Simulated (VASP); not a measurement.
A run of VASP 6.6.1:

INCAR

```
PREC     = Accurate       # precision mode
ENCUT    = 500            # plane-wave cutoff, eV
EDIFF    = 1E-7           # SCF threshold, eV
ISMEAR   = 0              # smearing method
SIGMA    = 0.1            # smearing width, eV
LREAL    = False          # projectors in reciprocal space
LASPH    = True           # aspherical terms in the spheres
NELM     = 120            # most SCF steps
ALGO     = Normal         # electronic algorithm
ISIF     = 3              # what is computed and relaxed
LWAVE    = False          # write WAVECAR
LCHARG   = False          # write CHGCAR
GGA      = PE             # functional
IBRION   = 2              # ionic algorithm
NSW      = 90             # ionic steps
EDIFFG   = -0.04          # ionic threshold
GGA_COMPAT= False        
NELMIN   = 4
```

Contents of KPOINTS:

```
regular mesh
0
Gamma
  6 6 2
```

POSCAR

```
NaH
1.0
    2.8273445300      0.0000000000      0.0000000000
   -1.4136722600      2.4485521900      0.0000000000
    0.0000000000      0.0000000000     10.8351953100
Na H
4 4
Direct
    0.6666666700      0.3333333300      0.8771510100
    0.3333333300      0.6666666700      0.1228489900
    0.3333333300      0.6666666700      0.3771510100
    0.6666666700      0.3333333300      0.6228489900
    0.0000000000      0.0000000000      0.0000000000
    0.0000000000      0.0000000000      0.5000000000
    0.6666666700      0.3333333300      0.2500000000
    0.3333333300      0.6666666700      0.7500000000
```

Potentials or basis: VASP PAW PBE potentials, release 64 (Na_pv, H).

Launch:

```bash
$ cat potpaw_PBE.64/Na_pv/POTCAR potpaw_PBE.64/H/POTCAR > POTCAR
$ mpirun -np 1 vasp_std > vasp.out
```

Hardware: 1 thread of Intel(R) Xeon(R) 6975P-C (Granite Rapids), with other jobs on the host.

**Question.** Estimate the wall time of this run.

**Answer.** It took 79 s on 1 thread of Intel(R) Xeon(R) 6975P-C (Granite Rapids), with other jobs on the host, peak memory 0.2 GiB. Counts: scf iterations 78, k points 14, ion steps 9.
